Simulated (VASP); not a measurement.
Input of a VASP 6.6.1 run:

File INCAR:

```
PREC = Accurate ; ENCUT = 520
EDIFF = 1E-6 ; ISMEAR = 0
SIGMA = 0.1 ; LREAL = False
LASPH = True ; NELM = 100
ALGO = Normal ; ISIF = 2
LWAVE = False ; LCHARG = False
GGA = PE ; NBANDS = 38
```

KPOINTS

```
Automatic mesh
0
Gamma
  3 3 3
```

The input POSCAR:

```
SiSn4
1.0
    3.0785279457      1.7773889382      5.3922632492
   -3.0785279457      1.7773889382      5.3922632492
    0.0000000000     -3.5547778764      5.3922632492
Si Sn
1 4
Direct
    0.5000000000      0.5000000000      0.5000000000
    0.0000000000      0.0000000000      0.5000000000
    0.5000000000      0.0000000000      0.0000000000
    0.0000000000      0.5000000000      0.0000000000
    0.0000000000      0.0000000000      0.0000000000
```

Potentials or basis: VASP PAW PBE potentials, release 64 (Si, Sn_d).

Command:

```sh
$ cat potpaw_PBE.64/Si/POTCAR potpaw_PBE.64/Sn_d/POTCAR > POTCAR
$ mpirun -np 1 vasp_std > vasp.out
```

(1) Predict the pressure.

(2) What does it give for the band gap on the k mesh?

## Answers

(1) -0.3 GPa.

(2) zero (band 30 reaches 4.59 eV, above the bottom of band 31 at 3.63 eV).

Caveat: the k points lie up to 0.41 Å⁻¹ apart; spin-orbit coupling is left out, which moves the levels of the heavy elements.
